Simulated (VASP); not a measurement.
Here is a VASP 6.6.1 calculation.

File INCAR:

```
PREC = Accurate
ENCUT = 520
EDIFF = 1E-6
ISMEAR = 0
SIGMA = 0.1
LREAL = False
LASPH = True
NELM = 100
ALGO = Normal
ISIF = 2
LWAVE = False
LCHARG = False
GGA = PE
NBANDS = 62
```

File KPOINTS:

```
Automatic mesh
0
Gamma
  8 8 8
```

File POSCAR:

```
Sc3Ge5
1.0
   -3.3597095303      3.3597095303      3.3597095303
    3.3597095303     -3.3597095303      3.3597095303
    3.3597095303      3.3597095303     -3.3597095303
Sc Ge
3 5
Direct
    0.0000000000      0.5000000000      0.5000000000
    0.5000000000      0.5000000000      0.0000000000
    0.5000000000      0.0000000000      0.5000000000
    0.0000000000      0.0000000000      0.0000000000
    0.0000000000      0.0000000000      0.5000000000
    0.0000000000      0.5000000000      0.0000000000
    0.5000000000      0.0000000000      0.0000000000
    0.5000000000      0.5000000000      0.5000000000
```

Potentials or basis: VASP PAW PBE potentials, release 64 (Sc_sv, Ge_d).

Launch:

```console
$ cat potpaw_PBE.64/Sc_sv/POTCAR potpaw_PBE.64/Ge_d/POTCAR > POTCAR
$ mpirun -np 1 vasp_std > vasp.out
```

(1) Predict the band gap on the k mesh.

(2) What does it give for the pressure?

Results:

(1) zero (an odd number of electrons rules out a gap without spin polarisation).

(2) 0.1 GPa.
